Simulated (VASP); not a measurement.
The system is HgH3.

```xyz
4
Lattice="3.5683 0.0000 0.0000 -1.7842 3.0902 0.0000 0.0000 0.0000 5.3849" Properties=species:S:1:pos:R:3 pbc="T T T"
Hg    0.0000    0.0000    0.0000
H     0.0000    2.0602    0.0000
H     1.7842    1.0301    0.0000
H     0.0000    0.0000    2.6924
```

The cell was built from a structure type or drawn by symmetry, and may not be a known phase.

* Program: VASP 6.6.1
* Task: relaxation of cell and atoms
* Functional: PBE
* Potentials or basis: VASP PAW PBE potentials, release 64 (Hg, H)
* Cutoff: 600 eV
* k mesh: 6 × 6 × 4
* Occupations: gaussian, width 0.1 eV
* Spin: no spin polarisation

At the start: pressure -2.7 GPa; volume 14.84 Å³/atom.

Q: How do energy, volume and symmetry change on relaxing?

A: Over 10 steps the energy falls by 334.0 meV/atom and the volume is 11.15 Å³/atom (-24.9 %); space group P6/mmm (No. 191, to 0.1 Å) before and after.

The path:
| step | energy change (eV) | largest force (eV/Å) | pressure (GPa) | volume (Å³) |
| --- | --- | --- | --- | --- |
| 1 | 0.0000 | 0.0000 | -2.72 | 59.38 |
| 2 | -0.2497 | 0.0000 | -3.68 | 57.16 |
| 3 | -0.9200 | 0.0000 | -4.77 | 51.43 |
| 4 | -0.1403 | 0.0000 | 21.82 | 38.25 |
| 5 | -1.1793 | 0.0000 | -4.00 | 48.71 |
| 6 | -1.2827 | 0.0000 | 2.64 | 43.18 |
| 7 | -1.3303 | 0.0000 | -1.30 | 45.61 |
| 8 | -1.3350 | 0.0000 | -0.67 | 45.13 |
| 9 | -1.3348 | 0.0000 | -0.24 | 44.81 |
| 10 | -1.3360 | 0.0000 | 0.00 | 44.60 |

Final structure:
```xyz
4
Lattice="3.7252 0.0000 0.0000 -1.8626 3.2261 0.0000 0.0000 0.0000 3.7111" Properties=species:S:1:pos:R:3 pbc="T T T"
Hg    0.0000    0.0000    3.7111
H     0.0000    2.1507    0.0000
H     1.8626    1.0754    0.0000
H     0.0000    0.0000    1.8556
```

Caveat: the volume moved by over 15 % at a fixed basis, so the end points are rough.
